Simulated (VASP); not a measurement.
# NaI in VASP: a series of runs, part 2 of 2

VASP 6.6.1. Earlier steps stand in the parts before.

## (3) Single point, r2SCAN (strain -4.1%)

POSCAR reads:

```
NaI
1.0
    0.0000000000      3.3989837796      3.3989837796
    3.3989837796      0.0000000000      3.3989837796
    3.3989837796      3.3989837796      0.0000000000
Na I
1 1
Direct
    0.0000000000      0.0000000000      0.0000000000
    0.2500000000      0.2500000000      0.2500000000
```

INCAR.step1 reads:

```
PREC = Accurate
ENCUT = 520
ISMEAR = 0
SIGMA = 0.01
LREAL = False
LASPH = True
NELM = 60
NBANDS = 14
GGA = PE
ALGO = Normal
EDIFF = 1E-4
LWAVE = True
LCHARG = False
```

INCAR.step2 reads:

```
PREC = Accurate
ENCUT = 520
EDIFF = 1E-6
ISMEAR = 0
SIGMA = 0.01
LREAL = False
LASPH = True
NELM = 60
ALGO = Normal
ISIF = 2
LWAVE = False
LCHARG = False
METAGGA = R2SCAN
LMIXTAU = True
NBANDS = 14
ISTART = 1
```

KPOINTS reads:

```
regular mesh
0
Gamma
  6 6 6
```

Potentials or basis: VASP PAW PBE potentials, release 64 (Na_pv, I).

The run is started by

```sh
> cat potpaw_PBE.64/Na_pv/POTCAR potpaw_PBE.64/I/POTCAR > POTCAR
> cp INCAR.step1 INCAR
> mpirun -np 1 vasp_std > vasp.out
> cp INCAR.step2 INCAR
> mpirun -np 1 vasp_std > vasp.out
```

Run time: 47 s. Hardware: 1 thread of Intel Xeon Platinum 8488C (Sapphire Rapids), shared host; peak memory 0.21 GiB.

It converged, with:

* Free energy: -30.8658 eV
* Pressure: 1.9 GPa
* Band gap on the k mesh: 4.65 eV, direct

Levels at points of the mesh, in eV from the valence-band top:
```csv
k point,band 3,band 4,band 5,band 6,band 7,band 8,band 9,band 10,band 11,band 12
"(0.00, 0.00, 0.00)",-22.68,-10.93,0.00,0.00,0.00,4.65,8.77,8.77,8.77,10.50
"(0.50, 0.00, 0.00)",-22.68,-10.72,-1.50,-0.16,-0.16,6.30,8.35,8.35,8.62,11.91
"(0.50, 0.50, 0.00)",-22.68,-10.66,-1.37,-0.49,-0.49,5.48,6.92,10.71,11.87,11.87
```

Caveat: the cell differs from its parent crystal (strain -4.1%); the PAW data sets were made with another functional, which shifts forces and pressure a little; spin-orbit coupling is left out, which moves the levels of the heavy elements.

## (4) Single point, PBE (uniaxial x strain +2.6%)

INCAR reads:

```
PREC = Accurate
ENCUT = 520
EDIFF = 1E-6
ISMEAR = -1
SIGMA = 0.02
LREAL = False
LASPH = True
NELM = 60
ALGO = Normal
ISIF = 2
LWAVE = False
LCHARG = True
GGA = PE
LELF = True
LVHAR = True
NBANDS = 14
```

KPOINTS is that of step 3.

POSCAR reads:

```
NaI
1.0
    0.0000000000      3.5431916810      3.5431916810
    3.6370862606      0.0000000000      3.5431916810
    3.6370862606      3.5431916810      0.0000000000
Na I
1 1
Direct
    0.0000000000      0.0000000000      0.0000000000
    0.2500000000      0.2500000000      0.2500000000
```

The run is started by

```sh
> cat potpaw_PBE.64/Na_pv/POTCAR potpaw_PBE.64/I/POTCAR > POTCAR
> mpirun -np 1 vasp_std > vasp.out
```

It took 32 s on 1 thread of Intel Xeon Platinum 8488C (Sapphire Rapids), shared host; peak memory 0.25 GiB.

Results (log left out):

```yaml
Free_energy: -5.2934 eV
Pressure: 0.1 GPa
Band_gap_on_the_k_mesh: 3.77 eV, direct
```

Levels at points of the mesh, in eV from the valence-band top:
```
           k point  band 4  band 5  band 6  band 7  band 8  band 9  band 10  band 11
(0.00, 0.00, 0.00)  -10.41   -0.03    0.00    0.00    3.77    7.81     7.86     7.86
(0.50, 0.00, 0.00)  -10.29   -1.18   -0.17   -0.11    5.35    7.55     7.62     7.71
(0.50, 0.50, 0.00)  -10.25   -1.08   -0.41   -0.40    5.19    6.12     8.92    10.14
(0.00, 0.50, 0.50)  -10.26   -1.12   -0.35   -0.35    5.19    6.22     8.73    10.35
```

Caveat: the cell differs from its parent crystal (uniaxial x strain +2.6%); spin-orbit coupling is left out, which moves the levels of the heavy elements.

## (5) Single point, r2SCAN (uniaxial x strain +2.6%)

POSCAR is that of step 4.

INCAR.step1 reads:

```
SYSTEM = NaI
PREC = Accurate
ENCUT = 520
ISMEAR = 0
SIGMA = 0.01
LREAL = .False.
LASPH = .True.
NELM = 80
NBANDS = 14
GGA = PE
ALGO = Normal
EDIFF = 1E-4
LWAVE = .True.
LCHARG = .False.
```

INCAR.step2 reads:

```
SYSTEM = NaI
PREC = Accurate
ENCUT = 520
EDIFF = 1E-6
ISMEAR = 0
SIGMA = 0.01
LREAL = .False.
LASPH = .True.
NELM = 80
ALGO = Normal
ISIF = 2
LWAVE = .False.
LCHARG = .True.
METAGGA = R2SCAN
LMIXTAU = .True.
LELF = .True.
LVHAR = .True.
NBANDS = 14
ISTART = 1
```

KPOINTS reads:

```
regular mesh
0
Gamma
  6 6 6
  0 0 0
```

The run is started by

```sh
> cat potpaw_PBE.64/Na_pv/POTCAR potpaw_PBE.64/I/POTCAR > POTCAR
> cp INCAR.step1 INCAR
> mpirun -np 1 vasp_std > vasp.out
> cp INCAR.step2 INCAR
> mpirun -np 1 vasp_std > vasp.out
```

Wall time 2 min (1 thread of Intel Xeon Platinum 8488C (Sapphire Rapids), shared host); peak memory 0.27 GiB.

The run converged. Its results:

```yaml
Free_energy: -30.9145 eV
Pressure: -0.3 GPa
Band_gap_on_the_k_mesh: 4.37 eV, direct
```

Levels at points of the mesh, in eV from the valence-band top:
```csv
k point,band 3,band 4,band 5,band 6,band 7,band 8,band 9,band 10,band 11,band 12
"(0.00, 0.00, 0.00)",-22.94,-10.71,-0.03,0.00,0.00,4.37,8.49,8.53,8.53,10.06
"(0.50, 0.00, 0.00)",-22.94,-10.59,-1.17,-0.17,-0.11,6.04,8.08,8.12,8.29,11.19
"(0.50, 0.50, 0.00)",-22.94,-10.54,-1.06,-0.42,-0.40,5.57,6.79,9.73,10.90,11.23
"(0.00, 0.50, 0.50)",-22.95,-10.55,-1.10,-0.36,-0.36,5.58,6.89,9.52,11.16,11.16
```

Caveat: the cell differs from its parent crystal (uniaxial x strain +2.6%); the PAW data sets were made with another functional, which shifts forces and pressure a little; spin-orbit coupling is left out, which moves the levels of the heavy elements.

## (6) Single point, HSE06 (strain -4.1%)

POSCAR reads:

```
NaI
1.0
    0.0000000000      3.3989837796      3.3989837796
    3.3989837796      0.0000000000      3.3989837796
    3.3989837796      3.3989837796      0.0000000000
Na I
1 1
Direct
    0.0000000000      0.0000000000      0.0000000000
    0.2500000000      0.2500000000      0.2500000000
```

INCAR.step1 reads:

```
SYSTEM = NaI
PREC = Accurate
ENCUT = 520
EDIFF = 1E-5
ISMEAR = 0
SIGMA = 0.01
LREAL = .FALSE.
LASPH = .TRUE.
NELM = 60
ALGO = Normal
ISIF = 2
LWAVE = .TRUE.
GGA = PE
NBANDS = 14
```

INCAR.step2 reads:

```
SYSTEM = NaI
PREC = Accurate
ENCUT = 520
EDIFF = 1E-6
ISMEAR = 0
SIGMA = 0.01
LREAL = .FALSE.
LASPH = .TRUE.
NELM = 60
ALGO = Normal
ISIF = 2
LWAVE = .FALSE.
LCHARG = .TRUE.
GGA = PE
LHFCALC = .TRUE.
HFSCREEN = 0.2079
PRECFOCK = Normal
LELF = .TRUE.
LVHAR = .TRUE.
ISTART = 1
NBANDS = 14
```

KPOINTS reads:

```
Automatic mesh
0
G
  4 4 4
  0 0 0
```

Potentials or basis: VASP PAW PBE potentials, release 64 (Na_pv, I).

The run is started by

```sh
> cat potpaw_PBE.64/Na_pv/POTCAR potpaw_PBE.64/I/POTCAR > POTCAR
> cp INCAR.step1 INCAR
> mpirun -np 1 vasp_std > vasp.out
> cp INCAR.step2 INCAR
> mpirun -np 1 vasp_std > vasp.out
```

Wall time 5.1 min (1 thread of Intel Xeon Platinum 8488C (Sapphire Rapids), shared host); peak memory 0.31 GiB.

Results (log left out):

| Property | Result |
| --- | --- |
| Free energy | -6.0816 eV |
| Pressure | 2.2 GPa |
| Band gap on the k mesh | 5.03 eV, direct |

Levels at points of the mesh, in eV from the valence-band top:
| k point | band 3 | band 4 | band 5 | band 6 | band 7 | band 8 | band 9 | band 10 | band 11 | band 12 |
| --- | --- | --- | --- | --- | --- | --- | --- | --- | --- | --- |
| (0.00, 0.00, 0.00) | -24.19 | -11.52 | 0.00 | 0.00 | 0.00 | 5.03 | 9.24 | 9.24 | 9.24 | 11.12 |
| (0.50, 0.00, 0.00) | -24.19 | -11.30 | -1.60 | -0.17 | -0.17 | 6.67 | 8.88 | 8.88 | 9.20 | 12.27 |
| (0.50, 0.50, 0.00) | -24.19 | -11.23 | -1.47 | -0.53 | -0.53 | 6.04 | 7.34 | 11.07 | 12.29 | 12.29 |

Caveat: the cell differs from its parent crystal (strain -4.1%); the PAW data sets were made with another functional, which shifts forces and pressure a little; spin-orbit coupling is left out, which moves the levels of the heavy elements.

## (7) Single point, HSE06 (uniaxial x strain +2.6%)

POSCAR reads:

```
NaI
1.0
    0.0000000000      3.5431916810      3.5431916810
    3.6370862606      0.0000000000      3.5431916810
    3.6370862606      3.5431916810      0.0000000000
Na I
1 1
Direct
    0.0000000000      0.0000000000      0.0000000000
    0.2500000000      0.2500000000      0.2500000000
```

INCAR.step1 reads:

```
SYSTEM = NaI
PREC = Accurate ; ENCUT = 520
EDIFF = 1E-5 ; ISMEAR = 0
SIGMA = 0.01 ; LREAL = .FALSE.
LASPH = .TRUE. ; NELM = 100
ALGO = Normal ; ISIF = 2
LWAVE = .TRUE. ; LCHARG = .FALSE.
GGA = PE ; NBANDS = 14
```

INCAR.step2 reads:

```
SYSTEM = NaI
PREC = Accurate ; ENCUT = 520
EDIFF = 1E-7 ; ISMEAR = 0
SIGMA = 0.01 ; LREAL = .FALSE.
LASPH = .TRUE. ; NELM = 100
ALGO = Normal ; ISIF = 2
LWAVE = .FALSE. ; LCHARG = .FALSE.
GGA = PE ; LHFCALC = .TRUE.
HFSCREEN = 0.2079 ; PRECFOCK = Normal
ISTART = 1 ; NBANDS = 14
```

KPOINTS is that of step 6.

The run is started by

```sh
> cat potpaw_PBE.64/Na_pv/POTCAR potpaw_PBE.64/I/POTCAR > POTCAR
> cp INCAR.step1 INCAR
> mpirun -np 1 vasp_std > vasp.out
> cp INCAR.step2 INCAR
> mpirun -np 1 vasp_std > vasp.out
```

It took 16 min on 1 thread of Intel Xeon Platinum 8488C (Sapphire Rapids), shared host; peak memory 0.36 GiB.

The run converged. Its results:

```
Free energy            : -6.1526 eV
Pressure               : -0.1 GPa
Band gap on the k mesh : 4.74 eV, direct
```

Levels at points of the mesh, in eV from the valence-band top:
```csv
k point,band 4,band 5,band 6,band 7,band 8,band 9,band 10,band 11
"(0.00, 0.00, 0.00)",-11.29,-0.03,0.00,0.00,4.74,8.92,8.97,8.97
"(0.50, 0.00, 0.00)",-11.16,-1.24,-0.18,-0.12,6.39,8.61,8.63,8.78
"(0.50, 0.50, 0.00)",-11.11,-1.14,-0.44,-0.43,6.11,7.17,10.08,11.30
"(0.00, 0.50, 0.50)",-11.12,-1.18,-0.38,-0.38,6.12,7.27,9.88,11.54
```

Caveat: the cell differs from its parent crystal (uniaxial x strain +2.6%); the PAW data sets were made with another functional, which shifts forces and pressure a little; spin-orbit coupling is left out, which moves the levels of the heavy elements.

## (8) The runs side by side

```tsv
level	cell	k mesh	smearing	grid for exact exchange (PRECFOCK)	screening parameter	gap on the mesh (eV)	pressure (GPa)
PBE	a = 4.807 Å, angles 60.0°, 2 atoms	6 × 6 × 6	fermi-dirac 0.02 eV	-	-	4.04	2.4
r2SCAN	a = 4.807 Å, angles 60.0°, 2 atoms	6 × 6 × 6	gaussian 0.01 eV	-	-	4.65	1.9
PBE	a = 5.011, b = 5.078, c = 5.078 Å, angles 59.1, 60.4, 60.4°, 2 atoms	6 × 6 × 6	fermi-dirac 0.02 eV	-	-	3.77	0.1
r2SCAN	a = 5.011, b = 5.078, c = 5.078 Å, angles 59.1, 60.4, 60.4°, 2 atoms	6 × 6 × 6	gaussian 0.01 eV	-	-	4.37	-0.3
HSE06	a = 4.807 Å, angles 60.0°, 2 atoms	4 × 4 × 4	gaussian 0.01 eV	Normal	0.2079 1/Å	5.03	2.2
HSE06	a = 5.011, b = 5.078, c = 5.078 Å, angles 59.1, 60.4, 60.4°, 2 atoms	4 × 4 × 4	gaussian 0.01 eV	Normal	0.2079 1/Å	4.74	-0.1
```

Alike in all rows: task single point; potentials or basis VASP PAW PBE potentials, release 64 (Na_pv, I); no spin polarisation; cutoff (eV) 520.

Caveats: spin-orbit coupling is left out, which moves the levels of the heavy elements; the PAW data sets were made with another functional, which shifts forces and pressure a little (some runs).

Absolute energies hang on the potentials; compare differences alone.
